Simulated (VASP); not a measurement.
# P (Cmce) in VASP: notebook, part 2 of 2

VASP 6.6.1. The steps go on from the part before.

**5. Single point, PBE**

Contents of INCAR:

```
PREC     = Accurate       # precision mode
ENCUT    = 520            # plane-wave cutoff, eV
EDIFF    = 1E-6           # SCF threshold, eV
ISMEAR   = 1              # smearing method
SIGMA    = 0.6            # smearing width, eV
LREAL    = False          # projectors in reciprocal space
LASPH    = True           # aspherical terms in the spheres
NELM     = 100            # most SCF steps
ALGO     = Normal         # electronic algorithm
ISIF     = 2              # what is computed and relaxed
LWAVE    = False          # write WAVECAR
LCHARG   = False          # write CHGCAR
GGA      = PE             # functional
NBANDS   = 18             # bands
```

Contents of KPOINTS:

```
regular mesh
0
Gamma
  10 10 7
```

Contents of POSCAR:

```
P
1.0
    1.6601582724     -5.6150920368      0.0000000000
    1.6601582724      5.6150920368      0.0000000000
    0.0000000000      0.0000000000      4.5441911093
P
4
Direct
    0.0944674488      0.9055325512      0.9141610962
    0.5944674488      0.4055325512      0.5858389038
    0.9055325512      0.0944674488      0.0858389038
    0.4055325512      0.5944674488      0.4141610962
```

Potentials or basis: VASP PAW PBE potentials, release 64 (P).

Started as:

```console
$ cat potpaw_PBE.64/P/POTCAR > POTCAR
$ mpirun -np 1 vasp_std > vasp.out
```

OUTCAR:

```text
PREC = Accurate
   ENCUT = 520
   EDIFF = 1E-6
   ISMEAR = 1
   LREAL = False
   LASPH = True
   NELM = 100
   ISIF = 2
   GGA = PE

 ion  position               nearest neighbor table
   1  0.094  0.906  0.914-   2 2.23   2 2.23   3 2.26
   2  0.594  0.406  0.586-   1 2.23   1 2.23   4 2.26
   3  0.906  0.094  0.086-   4 2.23   4 2.23   1 2.26
   4  0.406  0.594  0.414-   3 2.23   3 2.23   2 2.26

  LATTYP: Found a base centered orthorhombic cell.
 ALAT       =     3.3203165448
 B/A-ratio  =     3.3822630831
 C/A-ratio  =     1.3686017727

  Lattice vectors:

 A1 = (   1.6601582724,  -5.6150920368,   0.0000000000)
 A2 = (   1.6601582724,   5.6150920368,   0.0000000000)
 A3 = (   0.0000000000,   0.0000000000,   4.5441911093)

Analysis of symmetry for initial positions (statically):
=====================================================================
 Subroutine PRICEL returns:
 Original cell was already a primitive cell.

 Routine SETGRP: Setting up the symmetry group for a
 base centered orthorhombic supercell.

 Subroutine GETGRP returns: Found  8 space group operations
 (whereof  4 operations were pure point group operations)
 out of a pool of  8 trial point group operations.

The static configuration has the point symmetry C_2h.
 The point group associated with its full space group is D_2h.

Analysis of symmetry for dynamics (positions and initial velocities):
=====================================================================
 Subroutine PRICEL returns:
 Original cell was already a primitive cell.

 Routine SETGRP: Setting up the symmetry group for a
 base centered orthorhombic supercell.

 Subroutine GETGRP returns: Found  8 space group operations
 (whereof  4 operations were pure point group operations)
 out of a pool of  8 trial point group operations.

The dynamic configuration has the point symmetry C_2h.
[... 123 lines left out ...]
     AMIX     =   0.40;   BMIX     =  1.00
     AMIX_MAG =   1.60;   BMIX_MAG =  1.00
  volume/ion in A,a.u.               =      21.18       142.93
  Fermi-wavevector in a.u.,A,eV,Ry     =   1.011783  1.911992 13.928337  1.023704
  Thomas-Fermi vector in A             =   2.144853
   LORBIT       =      0    0 simple, 1 ext, 2 COOP (PROOUT), +10 PAW based schemes
   GGA     = PE    functional components
   LHFCALC =     F    Hartree Fock is set to
   AEXX    =    0.0000 exact exchange contribution
   IVDW    =     0    specifies the selected vdW correction
   LEPSILON=     F    determine dielectric tensor
   LRPA    =     F    only Hartree local field effects (RPA)
 non-spin polarized calculation
 Methfessel and Paxton  Order N= 1 SIGMA  =   0.60
  energy-cutoff  :      520.00
  volume of cell :       84.72
 maximum number of plane-waves:      2298
 NGX is ok and might be reduce to    48
   NGX = 21   NGY = 21   NGZ = 17

 number of electron      19.9999999 magnetization

 Free energy of the ion-electron system (eV)
  ---------------------------------------------------
  ext. energy  EPLUGINS =         0.00000000
  ---------------------------------------------------
  free energy    TOTEN  =       -21.49286422 eV

  energy without entropy =      -21.53719625  energy(sigma->0) =      -21.50764156

 E-fermi :   5.6523     XC(G=0):  -9.2614

 val. band max:        5.5382081494   @ k =   0.5000   0.5000   0.0000
 cond. band min:       5.6985047491   @ k =   0.5000   0.4000   0.0000
 fundamental gap:      0.1602965996
 Fermi energy:         5.6523140724

 k-point     1 :       0.0000    0.0000    0.0000
  band No.  band energies     occupation
      1     -10.0771      2.00000
      2      -7.3859      2.00000
      3      -4.1916      2.00000
      4      -1.0785      2.00000
      5       0.4449      2.00000
      6       0.6468      2.00000
[... 481 lines left out ...]
      5      -0.4357      2.00000
      6       0.1618      2.00000
[... 10 lines left out ...]
     17      11.6304     -0.00000
     18      11.8091     -0.00000

 [... further k-points ...]

------------------------ aborting loop because EDIFF is reached ----------------------------------------

  FORCE on cell =-STRESS in cart. coord.  units (eV):
  Direction    XX          YY          ZZ          XY          YZ          ZX
  --------------------------------------------------------------------------------------
  -------------------------------------------------------------------------------------
  Total       -0.4791805      0.0123998     -0.1934399      0.0000000      0.0000000      0.0000000
  in kB       -9.0618481      0.2344937     -3.6581676      0.0000000      0.0000000      0.0000000
  external PRESSURE =      -4.1618407 kB  Pullay stress =       0.0000000 kB

 VOLUME and BASIS-vectors are now :
 -----------------------------------------------------------------------------
  energy-cutoff  :      520.00
  volume of cell :       84.72
      direct lattice vectors                 reciprocal lattice vectors
     1.660158272 -5.615092037  0.000000000     0.301176104 -0.089045735  0.000000000
     1.660158272  5.615092037  0.000000000     0.301176104  0.089045735  0.000000000
     0.000000000  0.000000000  4.544191109     0.000000000  0.000000000  0.220061167

 POSITION                                       TOTAL-FORCE (eV/Angst)
 -----------------------------------------------------------------------------------
      1.66016      4.55421      4.15412         0.000000      0.006452     -0.042126
      1.66016     -1.06089      2.66216         0.000000      0.006452      0.042126
      1.66016     -4.55421      0.39007         0.000000     -0.006452      0.042126
      1.66016      1.06089      1.88203         0.000000     -0.006452     -0.042126
 -----------------------------------------------------------------------------------
    total drift:                               -0.000000     -0.000000      0.000000

  FREE ENERGIE OF THE ION-ELECTRON SYSTEM (eV)
  ---------------------------------------------------
  free  energy   TOTEN  =       -21.4928642197 eV

  energy  without entropy=      -21.5371962477  energy(sigma->0) =      -21.50764156
```

stdout:

```text
POSCAR found type information on POSCAR P
 POSCAR found :  1 types and       4 ions
 scaLAPACK will be used
 LDA part: xc-table for (Slater+PW92), standard interpolation
 POSCAR, INCAR and KPOINTS ok, starting setup
 FFT: planning ... GRIDC
 FFT: planning ... GRID_SOFT
 FFT: planning ... GRID
 WAVECAR not read
 entering main loop
```

Wall time 2.2 min (1 thread of Intel Xeon 6975P-C (Granite Rapids), shared host); peak memory 0.33 GiB.

What came out:

| Quantity | Value |
| --- | --- |
| Free energy | -21.4929 eV |
| Pressure | -0.4 GPa |
| Largest force | 0.043 eV/Å |

Forces on the atoms (eV/Å):
```
P    0.000  0.006 -0.042
P    0.000  0.006  0.042
P    0.000 -0.006  0.042
P    0.000 -0.006 -0.042
```

**6. Summary**

| k mesh | smearing | gap on the mesh (eV) | pressure (GPa) | largest force (eV/Å) |
| --- | --- | --- | --- | --- |
| 5 × 5 × 4 | fermi-dirac 0.1 eV | 0.44 | -0.3 | 0.05 |
| 10 × 10 × 7 | methfessel-paxton 0.2 eV | 0.14 | -0.4 | 0.05 |
| 10 × 10 × 7 | methfessel-paxton 0.3 eV | - | -0.4 | 0.05 |
| 10 × 10 × 7 | methfessel-paxton 0.6 eV | - | -0.4 | 0.04 |

Alike in all rows: task single point; level PBE; potentials or basis VASP PAW PBE potentials, release 64 (P); no spin polarisation; cell as given; cutoff (eV) 520.

Absolute energies hang on the potentials; compare differences alone.
